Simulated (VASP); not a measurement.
# Li2Sn (I4_1/amd) in VASP: notebook

Runs on Li2Sn. Level: PBE. Tasks: single point.

Program: VASP 6.6.1. These are calculated values, not measurements. Logs are shortened: lines on timing, memory, paths and dates and some standing lists are left out, and cuts for length are marked.

## (1) The cell of the first run

The structure is tetragonal, space group I4_1/amd (No. 141). The conventional cell has a = 3.874 Å, b = 3.874 Å, c = 13.471 Å, α = 90.00°, β = 90.00°, γ = 90.00°. Within 3.0 Å of Li (site symmetry 2mm) lie 3 Li at 2.24 to 2.25 Å and 6 Sn at 2.96 Å. Sn (site symmetry -4m2) has 12 Li at 2.96 Å and 8 Sn at 3.87 to 3.89 Å within 3.9 Å.

## (2) Single point, PBE

Input file INCAR:

```
SYSTEM = Li2Sn
  PREC = Accurate
  ENCUT = 520
  EDIFF = 1E-7
  ISMEAR = 0
  SIGMA = 0.1
  LREAL = .False.
  LASPH = .True.
  NELM = 80
  ALGO = Normal
  ISIF = 2
  LWAVE = .False.
  LCHARG = .True.
  GGA = PE
  LELF = .True.
  LVHAR = .True.
  NBANDS = 29
```

Input file KPOINTS:

```
Automatic mesh
0
Gamma
  6 6 6
  0 0 0
```

Input file POSCAR:

```
Li2Sn
1.0
   -1.9372245317      1.9372245317      6.7356818061
    1.9372245317     -1.9372245317      6.7356818061
    1.9372245317      1.9372245317     -6.7356818061
Li Sn
4 2
Direct
    0.4165000000      0.4165000000      0.0000000000
    0.1665000000      0.6665000000      0.5000000000
    0.3335000000      0.8335000000      0.5000000000
    0.5835000000      0.5835000000      0.0000000000
    0.0000000000      0.0000000000      0.0000000000
    0.7500000000      0.2500000000      0.5000000000
```

Potentials or basis: VASP PAW PBE potentials, release 64 (Li_sv, Sn_d).

On the command line:

```console
cat potpaw_PBE.64/Li_sv/POTCAR potpaw_PBE.64/Sn_d/POTCAR > POTCAR
mpirun -np 1 vasp_std > vasp.out
```

OUTCAR:

```text
SYSTEM = Li2Sn
   PREC = Accurate
   ENCUT = 520
   EDIFF = 1E-7
   ISMEAR = 0
   LREAL = .False.
   LASPH = .True.
   NELM = 80
   ISIF = 2
   GGA = PE

 ion  position               nearest neighbor table
   1  0.416  0.416  0.000-   3 2.24   3 2.24   4 2.25   5 2.96   5 2.96   5 2.96   5 2.96   6 2.96
                             6 2.96
   2  0.166  0.666  0.500-   4 2.24   4 2.24   3 2.25   6 2.96   6 2.96   6 2.96   6 2.96   5 2.96
                             5 2.96
   3  0.334  0.834  0.500-   1 2.24   1 2.24   2 2.25   6 2.96   6 2.96   6 2.96   6 2.96   5 2.96
                             5 2.96
   4  0.584  0.584  0.000-   2 2.24   2 2.24   1 2.25   5 2.96   5 2.96   5 2.96   5 2.96   6 2.96
                             6 2.96
   5  0.000  0.000  0.000-   4 2.96   4 2.96   4 2.96   1 2.96   4 2.96   1 2.96   1 2.96   1 2.96
                             3 2.96   2 2.96   3 2.96   2 2.96
   6  0.750  0.250  0.500-   3 2.96   3 2.96   3 2.96   2 2.96   3 2.96   2 2.96   2 2.96   2 2.96
                             4 2.96   4 2.96   1 2.96   1 2.96

  LATTYP: Found a body centered tetragonal cell.
 ALAT       =     3.8744490634
 C/A-ratio  =     3.4769752787

  Lattice vectors:

 A1 = (  -1.9372245317,   1.9372245317,   6.7356818061)
 A2 = (   1.9372245317,  -1.9372245317,   6.7356818061)
 A3 = (   1.9372245317,   1.9372245317,  -6.7356818061)

Analysis of symmetry for initial positions (statically):
=====================================================================
 Subroutine PRICEL returns:
 Original cell was already a primitive cell.

 Routine SETGRP: Setting up the symmetry group for a
 body centered tetragonal supercell.

 Subroutine GETGRP returns: Found 16 space group operations
 (whereof  8 operations were pure point group operations)
 out of a pool of 16 trial point group operations.

The static configuration has the point symmetry D_2d.
 The point group associated with its full space group is D_4h.

Analysis of symmetry for dynamics (positions and initial velocities):
=====================================================================
 Subroutine PRICEL returns:
 Original cell was already a primitive cell.

 Routine SETGRP: Setting up the symmetry group for a
 body centered tetragonal supercell.

 Subroutine GETGRP returns: Found 16 space group operations
 (whereof  8 operations were pure point group operations)
 out of a pool of 16 trial point group operations.

The dynamic configuration has the point symmetry D_2d.
 The point group associated with its full space group is D_4h.

 Subroutine INISYM returns: Found 16 space group operations
 (whereof  8 operations are pure point group operations),
 and found     1 'primitive' translations

----------------------------------------------------------------------------------------

                                     Primitive cell

  volume of cell :     101.1117

  direct lattice vectors                    reciprocal lattice vectors
    -1.937224532  1.937224532  6.735681806     0.000000000  0.258101212  0.074231535
     1.937224532 -1.937224532  6.735681806     0.258101212  0.000000000  0.074231535
     1.937224532  1.937224532 -6.735681806     0.258101212  0.258101212  0.000000000

  length of vectors
     7.271525780  7.271525780  7.271525780     0.268563878  0.268563878  0.365010235

  position of ions in fractional coordinates (direct lattice)
     0.416500000  0.416500000  0.000000000
     0.166500000  0.666500000  0.500000000
     0.333500000  0.833500000  0.500000000
     0.583500000  0.583500000  0.000000000
     0.000000000  0.000000000  0.000000000
     0.750000000  0.250000000  0.500000000

  ion indices of the primitive-cell ions
   primitive index   ion index
                 1           1
                 2           2
                 3           3
                 4           4
                 5           5
                 6           6

----------------------------------------------------------------------------------------

 KPOINTS: Automatic mesh

Automatic generation of k-mesh.
 Grid dimensions read from file:
 generate k-points for:    6    6    6

 Generating k-lattice:

  Cartesian coordinates                     Fractional coordinates (reciprocal lattice)
     0.000000000  0.043016869  0.012371923     0.166666667  0.000000000 -0.000000000
     0.043016869  0.000000000  0.012371923     0.000000000  0.166666667 -0.000000000
     0.043016869  0.043016869  0.000000000     0.000000000  0.000000000  0.166666667

  Length of vectors
     0.044760646  0.044760646  0.060835039

  Shift w.r.t. Gamma in fractional coordinates (k-lattice)
     0.000000000  0.000000000  0.000000000

 Subroutine IBZKPT returns following result:
 ===========================================

 Found     30 irreducible k-points:

 Following reciprocal coordinates:
            Coordinates               Weight
  0.000000  0.000000  0.000000      1.000000
  0.166667 -0.000000  0.000000      8.000000
  0.333333 -0.000000  0.000000      8.000000
  0.500000 -0.000000  0.000000      4.000000
  0.166667  0.166667  0.000000      8.000000
  0.333333  0.166667  0.000000     16.000000
[... 16 lines left out ...]
 -0.333333 -0.333333  0.166667      8.000000
 -0.166667 -0.333333  0.166667      8.000000
 [... further k-points ...]
   k-points           NKPTS =     30   k-points in BZ     NKDIM =     30   number of bands    NBANDS=     29
   number of dos      NEDOS =    301   number of ions     NIONS =      6
   total plane-waves  NPLWV = 157464
   dimension x,y,z NGX =    54 NGY =   54 NGZ =   54
   dimension x,y,z NGXF=   108 NGYF=  108 NGZF=  108
   ions per type =               4   2
   NGX,Y,Z   is equivalent  to a cutoff of  12.35, 12.35, 12.35 a.u.
   NGXF,Y,Z  is equivalent  to a cutoff of  24.69, 24.69, 24.69 a.u.
 SYSTEM =  Li2Sn
   PREC   = accura    normal or accurate (medium, high low for compatibility)
   ISTART =      0    job   : 0-new  1-cont  2-samecut
   ICHARG =      2    charge: 1-file 2-atom 10-const
   ISPIN  =      1    spin polarized calculation?
   LNONCOLLINEAR =      F non collinear calculations
   LSORBIT =      F    spin-orbit coupling
   LASPH  =      T    aspherical Exc in radial PAW
   ENCUT  =  520.0 eV  38.22 Ry    6.18 a.u.  13.52 13.52 13.52*2*pi/ulx,y,z
   NELM   =     80;   NELMIN=  2; NELMDL= -5     # of ELM steps
   EDIFF  = 0.1E-06   stopping-criterion for ELM
   LREAL  =      F    real-space projection
   EDIFFG = 0.1E-05   stopping-criterion for IOM
   NSW    =      0    number of steps for IOM
   IBRION =     -1    ionic relax: 0-MD 1-quasi-New 2-CG
   NFREE  =      0    steps in history (QN), initial steepest desc. (CG)
   ISIF   =      2    stress and relaxation
   ISYM   =      2    0-nonsym 1-usesym 2-fastsym
   POTIM  = 0.5000    time-step for ionic-motion
   TEBEG  =    0.0;   TEEND  =   0.0 temperature during run
   PSTRESS=    0.0 pullay stress
   NELECT =      40.0000    total number of electrons
   NUPDOWN=      -1.0000    fix difference up-down
   EMIN   =  10.00;   EMAX   =-10.00  energy-range for DOS
   EFERMI =   0.00;   METHOD = LEGACY
   ISMEAR =     0;   SIGMA  =   0.10  broadening in eV -4-tet -1-fermi 0-gaus
   EFERMI_NEDOS =   21; number of points for ismear=-14 and -15
   IALGO  =     38    algorithm
   IMIX   =      4    mixing-type and parameters
     AMIX     =   0.40;   BMIX     =  1.00
     AMIX_MAG =   1.60;   BMIX_MAG =  1.00
  volume/ion in A,a.u.               =      16.85       113.72
  Fermi-wavevector in a.u.,A,eV,Ry     =   1.201787  2.271049 19.650801  1.444293
  Thomas-Fermi vector in A             =   2.337587
   LORBIT       =      0    0 simple, 1 ext, 2 COOP (PROOUT), +10 PAW based schemes
   GGA     = PE    functional components
   LHFCALC =     F    Hartree Fock is set to
   AEXX    =    0.0000 exact exchange contribution
   IVDW    =     0    specifies the selected vdW correction
   LEPSILON=     F    determine dielectric tensor
   LRPA    =     F    only Hartree local field effects (RPA)
 non-spin polarized calculation
 Gauss-broadening in eV      SIGMA  =   0.10
  energy-cutoff  :      520.00
  volume of cell :      101.11
 maximum number of plane-waves:      2738
   NGX = 27   NGY = 27   NGZ = 27

 number of electron      40.0000014 magnetization

 Free energy of the ion-electron system (eV)
  ---------------------------------------------------
  ext. energy  EPLUGINS =         0.00000000
  ---------------------------------------------------
  free energy    TOTEN  =       -15.67457740 eV

  energy without entropy =      -15.66559819  energy(sigma->0) =      -15.67008780

 E-fermi :   5.6747     XC(G=0):  -9.4908

 val. band max:        5.6609716716   @ k =  -0.3333  -0.3333   0.3333
 cond. band min:       5.6891887168   @ k =  -0.3333   0.5000   0.3333
 fundamental gap:      0.0282170452
 Fermi energy:         5.6747260680

 k-point     1 :       0.0000    0.0000    0.0000
  band No.  band energies     occupation
      1     -41.2545      2.00000
      2     -41.1906      2.00000
      3     -41.1210      2.00000
      4     -41.0574      2.00000
      5     -15.4655      2.00000
      6     -15.4543      2.00000
[... 21 lines left out ...]
     28      12.6295      0.00000
     29      12.6295      0.00000

 k-point     2 :       0.1667   -0.0000    0.0000
  band No.  band energies     occupation
      1     -41.2497      2.00000
      2     -41.1879      2.00000
      3     -41.1236      2.00000
      4     -41.0622      2.00000
      5     -15.4647      2.00000
      6     -15.4590      2.00000
[... 21 lines left out ...]
     28      12.1599      0.00000
     29      12.3608      0.00000

 k-point     3 :       0.3333   -0.0000    0.0000
  band No.  band energies     occupation
      1     -41.2397      2.00000
      2     -41.1787      2.00000
      3     -41.1328      2.00000
      4     -41.0718      2.00000
      5     -15.4682      2.00000
      6     -15.4645      2.00000
[... 638 lines left out ...]
      5     -15.4649      2.00000
      6     -15.4632      2.00000
[... 21 lines left out ...]
     28      12.4216      0.00000
     29      12.7509      0.00000

 k-point    24 :      -0.1667   -0.3333    0.1667
  band No.  band energies     occupation
      1     -41.2441      2.00000
      2     -41.2010      2.00000
      3     -41.1106      2.00000
      4     -41.0677      2.00000
      5     -15.4645      2.00000
      6     -15.4630      2.00000
[... 21 lines left out ...]
     28      12.4526      0.00000
     29      12.8472      0.00000

 [... further k-points ...]

------------------------ aborting loop because EDIFF is reached ----------------------------------------

  FORCE on cell =-STRESS in cart. coord.  units (eV):
  Direction    XX          YY          ZZ          XY          YZ          ZX
  --------------------------------------------------------------------------------------
  -------------------------------------------------------------------------------------
  Total        2.4349184      2.4349184      3.8116513      0.0000000      0.0000000      0.0000000
  in kB       38.5827802     38.5827802     60.3979607      0.0000000      0.0000000      0.0000000
  external PRESSURE =      45.8545071 kB  Pullay stress =       0.0000000 kB

 VOLUME and BASIS-vectors are now :
 -----------------------------------------------------------------------------
  energy-cutoff  :      520.00
  volume of cell :      101.11
      direct lattice vectors                 reciprocal lattice vectors
    -1.937224532  1.937224532  6.735681806     0.000000000  0.258101212  0.074231535
     1.937224532 -1.937224532  6.735681806     0.258101212  0.000000000  0.074231535
     1.937224532  1.937224532 -6.735681806     0.258101212  0.258101212  0.000000000

 POSITION                                       TOTAL-FORCE (eV/Angst)
 -----------------------------------------------------------------------------------
      0.00000      0.00000      5.61082        -0.000000     -0.000000     -0.021862
      1.93722      0.00000      2.24298        -0.000000     -0.000000     -0.021862
      1.93722      0.00000      4.49270         0.000000      0.000000      0.021862
      0.00000      0.00000      7.86054         0.000000      0.000000      0.021862
      0.00000      0.00000      0.00000         0.000000      0.000000      0.000000
      0.00000      1.93722      3.36784         0.000000      0.000000      0.000000
 -----------------------------------------------------------------------------------
    total drift:                               -0.000000      0.000000      0.000000

  FREE ENERGIE OF THE ION-ELECTRON SYSTEM (eV)
  ---------------------------------------------------
  free  energy   TOTEN  =       -15.6745774016 eV

  energy  without entropy=      -15.6655981902  energy(sigma->0) =      -15.67008780
```

Run time: 2.5 min. Hardware: 1 thread of AMD EPYC 9R45 (Zen 5), shared host; peak memory 0.38 GiB.

What came out:

- Free energy: -15.6746 eV
- Largest force: 0.022 eV/Å
- Band gap on the k mesh: zero (bands 20 and 21 overlap by 3.26 eV)

Forces on the atoms (eV/Å):
```
Li   0.000  0.000 -0.022
Li   0.000  0.000 -0.022
Li   0.000  0.000  0.022
Li   0.000  0.000  0.022
Sn   0.000  0.000  0.000
Sn   0.000  0.000  0.000
```

Caveat: the cutoff is under 1.25 times the usual one of these potentials, so pressure, stress and relaxed cells hold a basis-set (Pulay) error; spin-orbit coupling is left out, which moves the levels of the heavy elements.

## (3) Single point, PBE

This run uses another cell than the first one, of 21.78 Å³/atom.

Input file INCAR:

```
  ALGO = Normal
  EDIFF = 1E-6
  ENCUT = 520
  GGA = PE
  ISIF = 2
  ISMEAR = 0
  LASPH = True
  LCHARG = False
  LREAL = False
  LWAVE = False
  NBANDS = 29
  NELM = 60
  PREC = Accurate
  SIGMA = 0.1
```

Input file KPOINTS:

```
k-points
0
Gamma
  6 6 6
```

Input file POSCAR:

```
Li2Sn
1.0
   -1.6953532093      1.6953532093     11.3686585046
    1.6953532093     -1.6953532093     11.3686585046
    1.6953532093      1.6953532093    -11.3686585046
Li Sn
4 2
Direct
    0.4283602696      0.4283602696      0.0000000000
    0.1783602696      0.6783602696      0.5000000000
    0.3216397304      0.8216397304      0.5000000000
    0.5716397304      0.5716397304      0.0000000000
    0.0000000000      0.0000000000      0.0000000000
    0.7500000000      0.2500000000      0.5000000000
```

Potentials or basis: VASP PAW PBE potentials, release 64 (Li_sv, Sn_d).

On the command line:

```console
cat potpaw_PBE.64/Li_sv/POTCAR potpaw_PBE.64/Sn_d/POTCAR > POTCAR
mpirun -np 1 vasp_std > vasp.out
```

It took 14 min on 1 thread of AMD EPYC 9R45 (Zen 5), shared host; peak memory 1.3 GiB.

Results (log left out):

- Free energy: -16.7752 eV
- Largest force: 0.007 eV/Å
- Band gap on the k mesh: zero (bands 20 and 21 overlap by 2.66 eV)

Forces on the atoms (eV/Å):
```
Li   0.000  0.000  0.007
Li   0.000  0.000  0.007
Li   0.000  0.000 -0.007
Li   0.000  0.000 -0.007
Sn   0.000  0.000  0.000
Sn   0.000  0.000  0.000
```

Levels at points of the mesh, in eV from the Fermi level:
```
           k point  band 18  band 19  band 20  band 21  band 22  band 23
(0.00, 0.00, 0.00)    -2.18    -1.34     1.91     3.21     3.21     3.22
(0.50, 0.00, 0.00)    -3.87    -1.89    -1.34     0.86     1.46     2.32
(0.50, 0.50, 0.00)    -2.32    -2.32    -2.32     1.22     1.22     1.93
(0.50, 0.50, 0.50)    -3.22     0.32     0.32     3.11     3.11     3.33
```

Caveat: the cutoff is under 1.25 times the usual one of these potentials, so pressure, stress and relaxed cells hold a basis-set (Pulay) error; spin-orbit coupling is left out, which moves the levels of the heavy elements.
